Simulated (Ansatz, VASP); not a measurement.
# Two plane-wave programs on Rh2C

```
CELL_PARAMETERS angstrom
1.56774 0.90513 4.19196
-1.56774 0.90513 4.19196
0.00000 -1.81027 4.19196
ATOMIC_POSITIONS crystal
Rh 0.74775 0.74775 0.74775
Rh 0.25225 0.25225 0.25225
C 0.00000 0.00000 0.00000
```

Alike in both runs: functional PBE; k mesh 18 × 18 × 18; occupations gaussian, width 0.1 eV; no spin polarisation.

Ansatz relaxed the structure, and its values are those at the end. VASP's run is a single point on that final structure, the one shown.

|  | VASP | Ansatz |
| --- | --- | --- |
| version | VASP 6.6.1 | Ansatz 0.2.0 |
| potentials or method | VASP PAW PBE potentials, release 64 (Rh_pv, C), cutoff 520 eV | scalar-relativistic, plane waves, PAW |
| valence electrons in the cell | 34 | 38 |

Ansatz gave:

```
gap on the k mesh at the Fermi level (eV) : none
pressure (GPa)                            : 0.0
rms of the force components (eV/Å)        : 0.001
```

Problem. Estimate VASP's values.

Solution. gap on the k mesh at the Fermi level (eV): none; pressure (GPa): 0.2; rms of the force components (eV/Å): 0.009.

A gap of «none» marks a metal or a gap that the smearing closes. VASP's potentials hold 34 valence electrons a cell and Ansatz's 38, so a difference there can come from the potentials and not from the codes.
